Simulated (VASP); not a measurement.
# MnO (Fm-3m) in VASP: notebook, part 2 of 2

VASP 6.6.1. Earlier steps stand in the parts before.

### Step 3. Single point, PBEsol, collinear spin, ferromagnetic start

File INCAR:

```
SYSTEM = MnO
ALGO = Normal
EDIFF = 1E-7
ENCUT = 520
GGA = PS
ISIF = 2
ISMEAR = -1
ISPIN = 2
LASPH = .TRUE.
LCHARG = .TRUE.
LELF = .TRUE.
LMAXMIX = 4
LORBIT = 11
LREAL = .FALSE.
LVHAR = .TRUE.
LWAVE = .FALSE.
MAGMOM = -4.2 0
NBANDS = 20
NELM = 150
PREC = Accurate
SIGMA = 0.05
```

File KPOINTS:

```
k-points
0
G
  10 10 10
  0 0 0
```

File POSCAR:

```
MnO
1.0
    0.0000000000      2.2239077028      2.2239077028
    2.2239077028      0.0000000000      2.2239077028
    2.2239077028      2.2239077028      0.0000000000
Mn O
1 1
Direct
    0.0000000000      0.0000000000      0.0000000000
    0.5000000000      0.5000000000      0.5000000000
```

Potentials or basis: VASP PAW PBE potentials, release 64 (Mn_pv, O).

Launch:

```sh
$ cat potpaw_PBE.64/Mn_pv/POTCAR potpaw_PBE.64/O/POTCAR > POTCAR
$ mpirun -np 1 vasp_std > vasp.out
```

Wall time 24 s (1 thread of Intel Xeon 6975P-C, shared host); peak memory 0.17 GiB.

It converged, with:

| Item | Value |
| --- | --- |
| Free energy | -17.2166 eV |
| Pressure | -6.9 GPa |
| Net moment | -4.77 μB per cell |
| Site moments | Mn -4.32; O -0.20 μB |
| Valence electrons inside the program's atomic spheres | Mn 11.36; O 4.95 |

Levels at points of the mesh, in eV from the Fermi level:
Spin up:
| k point | band 5 | band 6 | band 7 | band 8 | band 9 | band 10 |
| --- | --- | --- | --- | --- | --- | --- |
| (0.00, 0.00, 0.00) | -3.35 | -3.35 | -3.35 | 0.69 | 0.70 | 0.70 |
| (0.50, 0.00, 0.00) | -7.40 | -4.85 | -4.85 | 1.90 | 1.94 | 1.94 |
| (0.50, 0.50, 0.00) | -6.44 | -4.33 | -4.33 | -0.90 | 1.94 | 2.14 |
Spin down:
| k point | band 10 | band 11 | band 12 | band 13 | band 14 | band 15 |
| --- | --- | --- | --- | --- | --- | --- |
| (0.00, 0.00, 0.00) | -3.21 | -2.69 | -2.69 | -0.61 | 13.77 | 16.17 |
| (0.50, 0.00, 0.00) | -1.86 | 0.22 | 0.22 | 3.33 | 7.65 | 11.71 |
| (0.50, 0.50, 0.00) | -2.02 | -2.02 | -1.90 | 4.90 | 7.71 | 10.26 |

Caveat: the PAW data sets were made with another functional, which shifts forces and pressure a little; a cell with one magnetic atom can't hold antiferromagnetic order, which such compounds often take; semilocal functionals often make such compounds metallic where correlation or magnetic order opens a gap, which also shifts bond lengths. With open d or f shells a metallic result of PBEsol can be an artefact of self-interaction; +U or a hybrid may open a gap.

### Step 4. Single point, PBEsol, collinear spin, ferromagnetic start

File INCAR:

```
PREC     = Accurate       # precision mode
ENCUT    = 520            # plane-wave cutoff, eV
EDIFF    = 1E-6           # SCF threshold, eV
ISMEAR   = -1             # smearing method
SIGMA    = 0.05           # smearing width, eV
LREAL    = F              # projectors in reciprocal space
LASPH    = T              # aspherical terms in the spheres
NELM     = 150            # most SCF steps
ALGO     = Normal         # electronic algorithm
ISIF     = 2              # what is computed and relaxed
LWAVE    = F              # write WAVECAR
LCHARG   = T              # write CHGCAR
ISPIN    = 2              # spin polarisation
MAGMOM   = 5.5 0          # initial moments
LORBIT   = 11             # projections on sites
LMAXMIX  = 4              # l up to which the mixer works
GGA      = PS             # functional
LELF     = T              # ELF
LVHAR    = T            
NBANDS   = 20             # bands
```

File KPOINTS:

```
regular mesh
0
Gamma
  10 10 10
```

POSCAR is that of step 3.

Launch:

```sh
$ cat potpaw_PBE.64/Mn_pv/POTCAR potpaw_PBE.64/O/POTCAR > POTCAR
$ mpirun -np 1 vasp_std > vasp.out
```

It took 19 s on 1 thread of Intel Xeon 6975P-C, shared host; peak memory 0.17 GiB.

Results (log left out):

| Item | Value |
| --- | --- |
| Free energy | -17.2166 eV |
| Pressure | -6.9 GPa |
| Net moment | 4.77 μB per cell |
| Site moments | Mn +4.32; O +0.20 μB |
| Valence electrons inside the program's atomic spheres | Mn 11.36; O 4.95 |

Levels at points of the mesh, in eV from the Fermi level:
Spin up:
```csv
k point,band 9,band 10,band 11,band 12,band 13,band 14,band 15,band 16
"(0.00, 0.00, 0.00)",-3.21,-3.21,-2.69,-2.69,-0.61,13.77,16.17,16.17
"(0.50, 0.00, 0.00)",-2.30,-1.86,0.22,0.22,3.33,7.65,11.71,11.71
"(0.50, 0.50, 0.00)",-2.25,-2.02,-2.02,-1.90,4.90,7.71,10.26,13.51
```
Spin down:
```csv
k point,band 3,band 4,band 5,band 6,band 7,band 8,band 9,band 10,band 11,band 12
"(0.00, 0.00, 0.00)",-45.59,-19.74,-3.35,-3.35,-3.35,0.69,0.70,0.70,0.70,1.34
"(0.50, 0.00, 0.00)",-45.60,-18.76,-7.40,-4.85,-4.85,1.90,1.94,1.94,3.63,3.63
"(0.50, 0.50, 0.00)",-45.62,-18.80,-6.44,-4.33,-4.33,-0.90,1.94,2.14,2.38,2.38
```

Caveat: the PAW data sets were made with another functional, which shifts forces and pressure a little; a cell with one magnetic atom can't hold antiferromagnetic order, which such compounds often take; semilocal functionals often make such compounds metallic where correlation or magnetic order opens a gap, which also shifts bond lengths. With open d or f shells a metallic result of PBEsol can be an artefact of self-interaction; +U or a hybrid may open a gap.

### Step 5. Single point, LDA, collinear spin, ferromagnetic start (volume scaled by 0.94)

File INCAR:

```
SYSTEM = MnO
  ALGO = Normal
  EDIFF = 1E-6
  ENCUT = 520
  GGA = CA
  ISIF = 2
  ISMEAR = -1
  ISPIN = 2
  LASPH = .TRUE.
  LCHARG = .FALSE.
  LMAXMIX = 4
  LORBIT = 11
  LREAL = .FALSE.
  LWAVE = .FALSE.
  MAGMOM = 4 0
  NBANDS = 20
  NELM = 150
  PREC = Accurate
  SIGMA = 0.05
```

File KPOINTS:

```
k-points
0
G
  10 10 10
  0 0 0
```

File POSCAR:

```
MnO
1.0
    0.0000000000      2.1785090927      2.1785090927
    2.1785090927      0.0000000000      2.1785090927
    2.1785090927      2.1785090927      0.0000000000
Mn O
1 1
Direct
    0.0000000000      0.0000000000      0.0000000000
    0.5000000000      0.5000000000      0.5000000000
```

Potentials or basis: VASP PAW LDA potentials, release 64 (Mn_pv, O).

Launch:

```sh
$ cat potpaw_LDA.64/Mn_pv/POTCAR potpaw_LDA.64/O/POTCAR > POTCAR
$ mpirun -np 1 vasp_std > vasp.out
```

Run time: 36 s. Hardware: 1 thread of Intel Xeon 8259CL, shared host; peak memory 0.15 GiB.

It converged, with:

| Item | Value |
| --- | --- |
| Free energy | -17.7157 eV |
| Pressure | -13.3 GPa |
| Net moment | 4.29 μB per cell |
| Site moments | Mn +3.93; O +0.17 μB |
| Valence electrons inside the program's atomic spheres | Mn 11.45; O 4.95 |

Levels at points of the mesh, in eV from the Fermi level:
Spin up:
```
           k point  band 10  band 11  band 12  band 13  band 14  band 15
(0.00, 0.00, 0.00)    -3.03    -2.50    -2.50    -0.08    14.20    16.82
(0.50, 0.00, 0.00)    -1.59     0.51     0.51     3.67     8.25    12.25
(0.50, 0.50, 0.00)    -1.68    -1.68    -1.53     5.51     8.11    10.83
```
Spin down:
```csv
k point,band 4,band 5,band 6,band 7,band 8,band 9,band 10,band 11
"(0.00, 0.00, 0.00)",-20.17,-3.75,-3.75,-3.75,0.12,0.12,0.12,0.81
"(0.50, 0.00, 0.00)",-19.03,-8.05,-5.44,-5.44,1.46,1.46,1.47,3.36
"(0.50, 0.50, 0.00)",-19.10,-6.96,-4.77,-4.77,-1.55,1.45,1.81,1.93
```

Caveat: a cell with one magnetic atom can't hold antiferromagnetic order, which such compounds often take; semilocal functionals often make such compounds metallic where correlation or magnetic order opens a gap, which also shifts bond lengths.

### Step 6. Single point, LDA, collinear spin, ferromagnetic start (volume scaled by 0.96)

File INCAR:

```
SYSTEM = MnO
PREC = Accurate
ENCUT = 520
EDIFF = 1E-7
ISMEAR = -1
SIGMA = 0.05
LREAL = .False.
LASPH = .True.
NELM = 150
ALGO = Normal
ISIF = 2
LWAVE = .False.
LCHARG = .False.
ISPIN = 2
MAGMOM = 4 0
LORBIT = 11
LMAXMIX = 4
GGA = CA
NBANDS = 20
```

File KPOINTS:

```
Automatic mesh
0
Gamma
  10 10 10
  0 0 0
```

File POSCAR:

```
MnO
1.0
    0.0000000000      2.1938512115      2.1938512115
    2.1938512115      0.0000000000      2.1938512115
    2.1938512115      2.1938512115      0.0000000000
Mn O
1 1
Direct
    0.0000000000      0.0000000000      0.0000000000
    0.5000000000      0.5000000000      0.5000000000
```

Potentials or basis: VASP PAW LDA potentials, release 64 (Mn_pv, O).

Launch:

```sh
$ cat potpaw_LDA.64/Mn_pv/POTCAR potpaw_LDA.64/O/POTCAR > POTCAR
$ mpirun -np 1 vasp_std > vasp.out
```

Run time: 36 s. Hardware: 1 thread of Intel Xeon 8259CL, shared host; peak memory 0.15 GiB.

Results (log left out):

```
Free energy                                           : -17.6768 eV
Pressure                                              : -15.3 GPa
Net moment                                            : 4.36 μB per cell
Site moments                                          : Mn +3.98; O +0.17 μB
Valence electrons inside the program's atomic spheres : Mn 11.42; O 4.94
```

Levels at points of the mesh, in eV from the Fermi level:
Spin up:
```csv
k point,band 9,band 10,band 11,band 12,band 13,band 14,band 15,band 16
"(0.00, 0.00, 0.00)",-3.01,-3.01,-2.49,-2.49,-0.18,14.14,16.64,16.64
"(0.50, 0.00, 0.00)",-2.02,-1.61,0.45,0.45,3.62,8.07,12.10,12.10
"(0.50, 0.50, 0.00)",-2.02,-1.71,-1.71,-1.58,5.35,8.00,10.71,14.02
```
Spin down:
| k point | band 3 | band 4 | band 5 | band 6 | band 7 | band 8 | band 9 | band 10 | band 11 | band 12 |
| --- | --- | --- | --- | --- | --- | --- | --- | --- | --- | --- |
| (0.00, 0.00, 0.00) | -45.74 | -19.97 | -3.64 | -3.64 | -3.64 | 0.19 | 0.19 | 0.19 | 0.75 | 0.87 |
| (0.50, 0.00, 0.00) | -45.75 | -18.88 | -7.86 | -5.27 | -5.27 | 1.49 | 1.49 | 1.49 | 3.33 | 3.33 |
| (0.50, 0.50, 0.00) | -45.77 | -18.94 | -6.80 | -4.65 | -4.65 | -1.43 | 1.49 | 1.80 | 1.95 | 1.95 |

Caveat: a cell with one magnetic atom can't hold antiferromagnetic order, which such compounds often take; semilocal functionals often make such compounds metallic where correlation or magnetic order opens a gap, which also shifts bond lengths.

### Step 7. Summary

```csv
level,potentials or basis,spin,cell,gap on the mesh (eV),pressure (GPa),moment (μB)
PBEsol,"VASP PAW PBE potentials, release 64 (Mn_pv, O)",off,"a = 3.145 Å, angles 60.0°, 2 atoms",none,-41.0,-
PBEsol,"VASP PAW PBE potentials, release 64 (Mn_pv, O)","collinear, ferromagnetic start","a = 3.145 Å, angles 60.0°, 2 atoms",none,-6.9,4.77
LDA,"VASP PAW LDA potentials, release 64 (Mn_pv, O)","collinear, ferromagnetic start","a = 3.081 Å, angles 60.0°, 2 atoms",none,-13.3,4.29
LDA,"VASP PAW LDA potentials, release 64 (Mn_pv, O)","collinear, ferromagnetic start","a = 3.103 Å, angles 60.0°, 2 atoms",none,-15.3,4.36
```

Alike in all rows: task single point; k mesh 10 × 10 × 10; cutoff (eV) 520; smearing fermi-dirac 0.05 eV.

Caveats: semilocal functionals often make such compounds metallic where correlation or magnetic order opens a gap, which also shifts bond lengths; a cell with one magnetic atom can't hold antiferromagnetic order, which such compounds often take (some runs); the PAW data sets were made with another functional, which shifts forces and pressure a little (some runs); an odd number of electrons without spin polarisation forces a metal (some runs); a magnetic or distorted state may lie lower (some runs).

Absolute energies hang on the potentials; compare differences alone.
